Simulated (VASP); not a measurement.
# W (Im-3m) in VASP: density of states with PBE

Aim: the density of states of W with PBE.

Program: VASP 6.6.1. These are calculated values, not measurements. Logs are shortened: lines on timing, memory, paths and dates and some standing lists are left out, and cuts for length are marked.

**1. The cell of the first run**

The structure is cubic, space group Im-3m (No. 229). The conventional cell has a = 3.189 Å, b = 3.189 Å, c = 3.189 Å, α = 90.00°, β = 90.00°, γ = 90.00°. Within 3.6 Å of W (site symmetry m-3m) lie 14 W at 2.76 to 3.19 Å.

**2. Density of states, PBE**

The input, POSCAR:

```
W
1.0
   -1.5944670000      1.5944670000      1.5944670000
    1.5944670000     -1.5944670000      1.5944670000
    1.5944670000      1.5944670000     -1.5944670000
W
1
Direct
    0.0000000000      0.0000000000      0.0000000000
```

The input, INCAR.step1:

```
SYSTEM = W
PREC     = Accurate       ! precision mode
ENCUT    = 520            ! plane-wave cutoff, eV
EDIFF    = 1E-6           ! SCF threshold, eV
ISMEAR   = -1             ! smearing method
SIGMA    = 0.0367         ! smearing width, eV
LREAL    = .FALSE.        ! projectors in reciprocal space
LASPH    = .TRUE.         ! aspherical terms in the spheres
NELM     = 100            ! most SCF steps
ALGO     = Normal         ! electronic algorithm
ISIF     = 2              ! what is computed and relaxed
LWAVE    = .FALSE.        ! write WAVECAR
LCHARG   = .TRUE.         ! write CHGCAR
LMAXMIX  = 4              ! l up to which the mixer works
GGA      = PE             ! functional
NBANDS   = 13             ! bands
```

The input, KPOINTS.step1:

```
regular mesh
0
G
  15 15 15
  0 0 0
```

The input, INCAR.step2:

```
SYSTEM = W
PREC     = Accurate       ! precision mode
ENCUT    = 520            ! plane-wave cutoff, eV
EDIFF    = 1E-6           ! SCF threshold, eV
ISMEAR   = -5             ! smearing method
SIGMA    = 0.0367         ! smearing width, eV
LREAL    = .FALSE.        ! projectors in reciprocal space
LASPH    = .TRUE.         ! aspherical terms in the spheres
NELM     = 100            ! most SCF steps
ALGO     = Normal         ! electronic algorithm
ISIF     = 2              ! what is computed and relaxed
LWAVE    = .FALSE.        ! write WAVECAR
LCHARG   = .FALSE.        ! write CHGCAR
LMAXMIX  = 4              ! l up to which the mixer works
GGA      = PE             ! functional
LORBIT   = 11             ! projections on sites
NEDOS    = 1001           ! points of the DOS
ICHARG   = 11             ! starting density
```

The input, KPOINTS.step2:

```
regular mesh
0
G
  23 23 23
  0 0 0
```

Potentials or basis: VASP PAW PBE potentials, release 64 (W_sv).

Started as:

```sh
$ cat potpaw_PBE.64/W_sv/POTCAR > POTCAR
$ cp INCAR.step1 INCAR
$ cp KPOINTS.step1 KPOINTS
$ mpirun -np 1 vasp_std > vasp.out
$ cp INCAR.step2 INCAR
$ cp KPOINTS.step2 KPOINTS
$ mpirun -np 1 vasp_std > vasp.out
```

OUTCAR:

```text
SYSTEM = W
   PREC = Accurate
   ENCUT = 520
   EDIFF = 1E-6
   ISMEAR = -5
   LREAL = .FALSE.
   LASPH = .TRUE.
   NELM = 100
   ISIF = 2
   GGA = PE
   LORBIT = 11
   ICHARG = 11

 ion  position               nearest neighbor table
   1  0.000  0.000  0.000-

  LATTYP: Found a body centered cubic cell.
 ALAT       =     3.1889340000

  Lattice vectors:

 A1 = (  -1.5944670000,   1.5944670000,   1.5944670000)
 A2 = (   1.5944670000,  -1.5944670000,   1.5944670000)
 A3 = (   1.5944670000,   1.5944670000,  -1.5944670000)

Analysis of symmetry for initial positions (statically):
=====================================================================
 Subroutine PRICEL returns:
 Original cell was already a primitive cell.

 Routine SETGRP: Setting up the symmetry group for a
 body centered cubic supercell.

 Subroutine GETGRP returns: Found 48 space group operations
 (whereof 48 operations were pure point group operations)
 out of a pool of 48 trial point group operations.

The static configuration has the point symmetry O_h .

Analysis of symmetry for dynamics (positions and initial velocities):
=====================================================================
 Subroutine PRICEL returns:
 Original cell was already a primitive cell.

 Routine SETGRP: Setting up the symmetry group for a
 body centered cubic supercell.

 Subroutine GETGRP returns: Found 48 space group operations
 (whereof 48 operations were pure point group operations)
 out of a pool of 48 trial point group operations.

The dynamic configuration has the point symmetry O_h .

 Subroutine INISYM returns: Found 48 space group operations
 (whereof 48 operations are pure point group operations),
 and found     1 'primitive' translations

----------------------------------------------------------------------------------------

                                     Primitive cell

  volume of cell :      16.2146

  direct lattice vectors                    reciprocal lattice vectors
    -1.594467000  1.594467000  1.594467000     0.000000000  0.313584414  0.313584414
     1.594467000 -1.594467000  1.594467000     0.313584414  0.000000000  0.313584414
     1.594467000  1.594467000 -1.594467000     0.313584414  0.313584414  0.000000000

  length of vectors
     2.761697855  2.761697855  2.761697855     0.443475331  0.443475331  0.443475331

  position of ions in fractional coordinates (direct lattice)
[... 87 lines left out ...]
   POTIM  = 0.5000    time-step for ionic-motion
   TEBEG  =    0.0;   TEEND  =   0.0 temperature during run
   PSTRESS=    0.0 pullay stress
   NELECT =      14.0000    total number of electrons
   NUPDOWN=      -1.0000    fix difference up-down
   EMIN   =  10.00;   EMAX   =-10.00  energy-range for DOS
   EFERMI =   0.00;   METHOD = LEGACY
   ISMEAR =    -5;   SIGMA  =   0.04  broadening in eV -4-tet -1-fermi 0-gaus
   EFERMI_NEDOS =   21; number of points for ismear=-14 and -15
   IALGO  =     38    algorithm
   IMIX   =      4    mixing-type and parameters
     AMIX     =   0.40;   BMIX     =  1.00
     AMIX_MAG =   1.60;   BMIX_MAG =  1.00
  volume/ion in A,a.u.               =      16.21       109.42
  Fermi-wavevector in a.u.,A,eV,Ry     =   1.558889  2.945874 33.064011  2.430136
  Thomas-Fermi vector in A             =   2.662328
   LORBIT       =     11    0 simple, 1 ext, 2 COOP (PROOUT), +10 PAW based schemes
   GGA     = PE    functional components
   LHFCALC =     F    Hartree Fock is set to
   AEXX    =    0.0000 exact exchange contribution
   IVDW    =     0    specifies the selected vdW correction
   LEPSILON=     F    determine dielectric tensor
   LRPA    =     F    only Hartree local field effects (RPA)
 non-spin polarized calculation
 Fermi weights with tetrahedron method with Bloechl corrections
  energy-cutoff  :      520.00
  volume of cell :       16.21
 maximum number of plane-waves:       451
 NGX is ok and might be reduce to    24

 number of electron      14.0000002 magnetization

 Free energy of the ion-electron system (eV)
  ---------------------------------------------------
  ext. energy  EPLUGINS =         0.00000000
  ---------------------------------------------------
  free energy    TOTEN  =       -12.95483758 eV

  energy without entropy =      -12.95483758  energy(sigma->0) =      -12.95483758

 E-fermi :  11.1445     XC(G=0): -13.5140

 val. band max:       11.1389887463   @ k =   0.4348   0.0000   0.0000
 cond. band min:      11.0725492724   @ k =  -0.1739   0.1739   0.1304
 fundamental gap:     -0.0664394739
 Fermi energy:        11.1445141829

 k-point     1 :       0.0000    0.0000    0.0000
  band No.  band energies     occupation
      1     -63.1029      2.00000
      2     -26.6963      2.00000
      3     -26.6963      2.00000
      4     -26.6963      2.00000
      5       1.6075      2.00000
      6       9.9237      2.00000
      7       9.9237      2.00000
      8       9.9237      2.00000
      9      13.3234      0.00000
     10      13.3234      0.00000
     11      25.5841      0.00000
[... 309 lines left out ...]
 k-point    24 :       0.0870    0.0870    0.0000
  band No.  band energies     occupation
      1     -63.0780      2.00000
      2     -26.9602      2.00000
      3     -26.7578      2.00000
      4     -26.7193      2.00000
      5       2.6221      2.00000
      6       9.4407      2.00000
      7       9.5610      2.00000
      8      10.9925      1.54751
      9      12.5892      0.00000
     10      13.4404      0.00000
     11      26.3716      0.00000

 [... further k-points ...]

------------------------ aborting loop because EDIFF is reached ----------------------------------------

  FORCE on cell =-STRESS in cart. coord.  units (eV):
  Direction    XX          YY          ZZ          XY          YZ          ZX
  --------------------------------------------------------------------------------------
  -------------------------------------------------------------------------------------
  Total       -0.0881059     -0.0881059     -0.0881059     -0.0000000     -0.0000000      0.0000000
  in kB       -8.7058031     -8.7058031     -8.7058031     -0.0000000     -0.0000000      0.0000000
  external PRESSURE =      -8.7058031 kB  Pullay stress =       0.0000000 kB

 VOLUME and BASIS-vectors are now :
 -----------------------------------------------------------------------------
  energy-cutoff  :      520.00
  volume of cell :       16.21
      direct lattice vectors                 reciprocal lattice vectors
    -1.594467000  1.594467000  1.594467000     0.000000000  0.313584414  0.313584414
     1.594467000 -1.594467000  1.594467000     0.313584414  0.000000000  0.313584414
     1.594467000  1.594467000 -1.594467000     0.313584414  0.313584414  0.000000000

 POSITION                                       TOTAL-FORCE (eV/Angst)
 -----------------------------------------------------------------------------------
      0.00000      0.00000      0.00000         0.000000      0.000000      0.000000
 -----------------------------------------------------------------------------------
    total drift:                                0.000000      0.000000      0.000000

  FREE ENERGIE OF THE ION-ELECTRON SYSTEM (eV)
  ---------------------------------------------------
  free  energy   TOTEN  =       -12.9548375769 eV

  energy  without entropy=      -12.9548375769  energy(sigma->0) =      -12.95483758

 total charge

# of ion       s       p       d       tot
------------------------------------------
    1        2.396   6.333   3.315  12.043
```

OUTCAR.step1:

```text
SYSTEM = W
   PREC = Accurate
   ENCUT = 520
   EDIFF = 1E-6
   ISMEAR = -1
   LREAL = .FALSE.
[... 600 lines left out ...]

 POSITION                                       TOTAL-FORCE (eV/Angst)
 -----------------------------------------------------------------------------------
      0.00000      0.00000      0.00000         0.000000     -0.000000      0.000000
 -----------------------------------------------------------------------------------
    total drift:                                0.000000      0.000000     -0.000000

  FREE ENERGIE OF THE ION-ELECTRON SYSTEM (eV)
  ---------------------------------------------------
  free  energy   TOTEN  =       -12.9543696995 eV

  energy  without entropy=      -12.9532717828  energy(sigma->0) =      -12.95382074
```

It took 74 s on 1 thread of Intel Xeon Platinum 8259CL at 2.50GHz (Skylake/Cascade Lake), shared host; peak memory 0.2 GiB.

What came out:

```yaml
Valence_electrons_inside_the_program's_atomic_spheres: W 12.04
```

Levels at points of the mesh, in eV from the Fermi level:
| k point | band 3 | band 4 | band 5 | band 6 | band 7 | band 8 | band 9 | band 10 | band 11 |
| --- | --- | --- | --- | --- | --- | --- | --- | --- | --- |
| (0.00, 0.00, 0.00) | -37.84 | -37.84 | -9.54 | -1.22 | -1.22 | -1.22 | 2.18 | 2.18 | 14.44 |

Caveat: spin-orbit coupling is left out, which moves the levels of the heavy elements; tetrahedron occupations give inexact forces and stress in metals.
